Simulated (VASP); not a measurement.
NaI: single point with PBEsol

The system is NaI.

```xyz
16
Lattice="8.8581 0.0000 0.0000 0.0000 8.8581 0.0000 -2.2145 -2.2145 8.3638" Properties=species:S:1:pos:R:3 pbc="T T T"
Na    2.6231   -0.1527    4.0765
Na    6.6461   -0.4971    4.3869
Na    2.6030    3.9338    5.0890
Na    7.0789    4.3017    4.5700
Na    2.0482    2.7332   -0.5190
Na    6.1728    2.3612    0.5744
Na    1.7506    6.6660    0.6572
Na    6.4408    6.7018    1.1392
I     0.0400    1.8963    4.9996
I     4.9105    2.0155    4.3199
I     0.4741    6.6778    3.3076
I     4.7228    5.9724    3.7366
I    -0.3824    0.4430   -1.0394
I     3.8569    0.1890    1.0490
I    -0.4168    4.4960    0.2778
I     4.5234    4.9794   -0.5115
```

This cell differs from its parent crystal: dynamics (nvt nose hoover) at 200 K, volume x 1.0, from the last frame before.

```json
{
 "Program": "VASP 6.6.1",
 "Task": "single point",
 "Functional": "PBEsol",
 "Potentials or basis": "VASP PAW PBE potentials, release 64 (Na_pv, I)",
 "Cutoff": "520 eV",
 "k mesh": "1 × 1 × 1",
 "Occupations": "fermi-dirac, width 0.02 eV",
 "Spin": "no spin polarisation"
}
```

The pressure is 0.1 GPa, the largest force is 0.537 eV/Å and the band gap on the k mesh is 2.42 eV.

Forces on the atoms (eV/Å):
```
Na   0.087  0.141 -0.132
Na   0.100  0.078  0.295
Na   0.057 -0.027 -0.122
Na  -0.032 -0.034  0.064
Na  -0.109 -0.094  0.022
Na   0.057  0.025 -0.057
Na   0.214  0.066 -0.236
Na  -0.054 -0.021 -0.124
I    0.098 -0.216 -0.089
I   -0.062 -0.064  0.016
I   -0.283  0.219  0.400
I   -0.069  0.124 -0.171
I    0.123 -0.041  0.021
I   -0.067  0.051 -0.178
I    0.092 -0.190  0.142
I   -0.152 -0.016  0.149
```

Stress tensor (GPa, compression positive):
```
-0.14  0.05  0.81
 0.05 -0.21  0.74
 0.81  0.74  0.59
```

Levels at points of the mesh, in eV from the valence-band top:
```tsv
k point	band 54	band 55	band 56	band 57	band 58	band 59
(0.00, 0.00, 0.00)	-0.25	-0.21	0.00	2.42	3.74	4.12
```

Run time: 84 s on 1 thread of AMD EPYC 7R13 Processor (Zen 3), on a shared host, peak memory 0.6 GiB.

Caveat: the k points lie up to 0.75 Å⁻¹ apart; the PAW data sets were made with another functional, which shifts forces and pressure a little; spin-orbit coupling is left out, which moves the levels of the heavy elements. A k mesh can miss the band edges.
